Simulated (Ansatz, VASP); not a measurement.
# Two plane-wave programs on Ga7FeAs8

```
Fe Ga As
1.0
     0.00000    5.65370    5.65370
     5.65370    0.00000    5.65370
     5.65370    5.65370    0.00000
Fe Ga As
1 7 8
Cartesian
  0.0000 0.0000 0.0000
  2.8268 2.8268 0.0077
  2.8268 0.0077 2.8268
  5.6460 2.8268 2.8268
  0.0077 2.8268 2.8268
  2.8268 5.6460 2.8268
  2.8268 2.8268 5.6460
  5.6537 5.6537 5.6537
  1.4046 1.4046 1.4046
  4.2491 4.2491 1.4046
  4.2491 1.4046 4.2491
  7.0684 4.2390 4.2390
  1.4046 4.2491 4.2491
  4.2390 7.0684 4.2390
  4.2390 4.2390 7.0684
  7.0684 7.0684 7.0684
```

Alike in both runs: functional PBEsol; k mesh 3 × 3 × 3; occupations gaussian, width 0.05 eV; collinear spin; Hubbard terms Fe d U = 4.0 eV.

Ansatz relaxed the structure, and its values are those at the end. VASP's run is a single point on that final structure, the one shown.

|  | VASP | Ansatz |
| --- | --- | --- |
| version | VASP 6.6.1 | Ansatz 0.2.0 |
| potentials or method | VASP PAW PBE potentials, release 64 (Fe, Ga_d, As), cutoff 520 eV | scalar-relativistic, plane waves, PAW |
| valence electrons in the cell | 139 | 227 |

Ansatz gave:

| Property | Result |
| --- | --- |
| gap on the k mesh at the Fermi level (eV) | none |
| pressure (GPa) | 0.1 |
| rms of the force components (eV/Å) | 0.005 |
| net moment per atom (μB) | 0.29 |
| size of the moment on the site where the two differ most (μB) | 3.48 |

Problem. Which values does VASP return?

Solution. gap on the k mesh at the Fermi level (eV): none; pressure (GPa): 0.3; rms of the force components (eV/Å): 0.017; net moment per atom (μB): 0.30; size of the moment on the site where the two differ most (μB): 3.73.

VASP's potentials were made for PBE, not for PBEsol. Site moments also hang on the region over which each program counts them. The programs project onto different local orbitals, so the same U acts differently, and such runs can settle in different states. A gap of «none» marks a metal or a gap that the smearing closes. VASP's potentials hold 139 valence electrons a cell and Ansatz's 227, so a difference there can come from the potentials and not from the codes. Ansatz's warnings: filled band counts differ across k points, stress scf threshold loose.
